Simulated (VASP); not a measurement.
Input of a VASP 6.6.1 run:

Contents of INCAR:

```
SYSTEM = SnO2
  PREC = Accurate
  ENCUT = 600
  EDIFF = 1E-7
  ISMEAR = 0
  SIGMA = 0.1
  LREAL = Auto
  LASPH = .True.
  NELM = 60
  ALGO = Normal
  ISIF = 3
  LWAVE = .False.
  LCHARG = .False.
  GGA = PE
  IBRION = 2
  NSW = 90
  EDIFFG = -0.04
```

The input KPOINTS:

```
Automatic mesh
0
Gamma
  2 2 2
  0 0 0
```

POSCAR

```
SnO2
1.0
   -5.3176636900      5.3176636900      5.3176636900
    5.3176636900     -5.3176636900      5.3176636900
    5.3176636900      5.3176636900     -5.3176636900
Sn O
6 12
Direct
    0.5000000000      0.7500000000      0.2500000000
    0.7500000000      0.2500000000      0.5000000000
    0.7500000000      0.5000000000      0.2500000000
    0.5000000000      0.2500000000      0.7500000000
    0.2500000000      0.7500000000      0.5000000000
    0.2500000000      0.5000000000      0.7500000000
    0.6017296900      0.0000000000      0.3982703100
    0.6017296900      0.6017296900      0.2034593800
    0.3982703100      0.7965406200      0.3982703100
    0.3982703100      0.6017296900      0.0000000000
    0.7965406200      0.3982703100      0.3982703100
    0.6017296900      0.2034593800      0.6017296900
    0.0000000000      0.3982703100      0.6017296900
    0.6017296900      0.3982703100      0.0000000000
    0.0000000000      0.6017296900      0.3982703100
    0.3982703100      0.0000000000      0.6017296900
    0.3982703100      0.3982703100      0.7965406200
    0.2034593800      0.6017296900      0.6017296900
```

Potentials or basis: VASP PAW PBE potentials, release 64 (Sn_d, O).

Run with:

```console
$ cat potpaw_PBE.64/Sn_d/POTCAR potpaw_PBE.64/O/POTCAR > POTCAR
$ mpirun -np 1 vasp_std > vasp.out
```

(1) Predict the relaxed volume.

(2) Predict the band gap on the k mesh.

Answers

(1) 34.00 Å³/atom.

(2) 1.75 eV, direct.

Caveat: spin-orbit coupling is left out, which moves the levels of the heavy elements.
